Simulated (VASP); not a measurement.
A run of VASP 6.6.1:

The input INCAR:

```
ALGO     = Normal         # electronic algorithm
EDIFF    = 1E-7           # SCF threshold, eV
ENCUT    = 520            # plane-wave cutoff, eV
GGA      = PS             # functional
ISIF     = 2              # what is computed and relaxed
ISMEAR   = 0              # smearing method
LASPH    = T              # aspherical terms in the spheres
LCHARG   = T              # write CHGCAR
LELF     = T              # ELF
LREAL    = F              # projectors in reciprocal space
LVHAR    = T            
LWAVE    = F              # write WAVECAR
NBANDS   = 51             # bands
NELM     = 80             # most SCF steps
PREC     = Accurate       # precision mode
SIGMA    = 0.05           # smearing width, eV
```

Contents of KPOINTS:

```
k-points
0
Gamma
  8 8 8
```

Contents of POSCAR:

```
SrTiO3
1.0
   -2.7435446834      2.7435446834      3.9043133139
    2.7435446834     -2.7435446834      3.9043133139
    2.7435446834      2.7435446834     -3.9043133139
Sr Ti O
2 2 6
Direct
    0.7500000000      0.2500000000      0.5000000000
    0.2500000000      0.7500000000      0.5000000000
   -0.0105666309      0.0086702251     -0.0018964058
    0.4894333691      0.5086702251     -0.0018964058
    0.2500000000      0.2500000000      0.0000000000
    0.7500000000      0.7500000000      0.0000000000
    0.7253545255      0.2253545255      0.9507090510
    0.2253545255      0.2746454745      0.5000000000
    0.2746454745      0.7746454745      0.0492909490
    0.7746454745      0.7253545255      0.5000000000
```

Potentials or basis: VASP PAW PBE potentials, release 64 (Sr_sv, Ti_sv, O).

The run is started by

```sh
$ cat potpaw_PBE.64/Sr_sv/POTCAR potpaw_PBE.64/Ti_sv/POTCAR potpaw_PBE.64/O/POTCAR > POTCAR
$ mpirun -np 1 vasp_std > vasp.out
```

Hardware: 1 thread of Oxide Virtual Turin-like Processor, with other jobs on the host.

Problem. Estimate the wall time of this run.

Solution. Run time: 36 min on 1 thread of Oxide Virtual Turin-like Processor, with other jobs on the host, peak memory 0.75 GiB. Counts: scf iterations 17, k points 150.
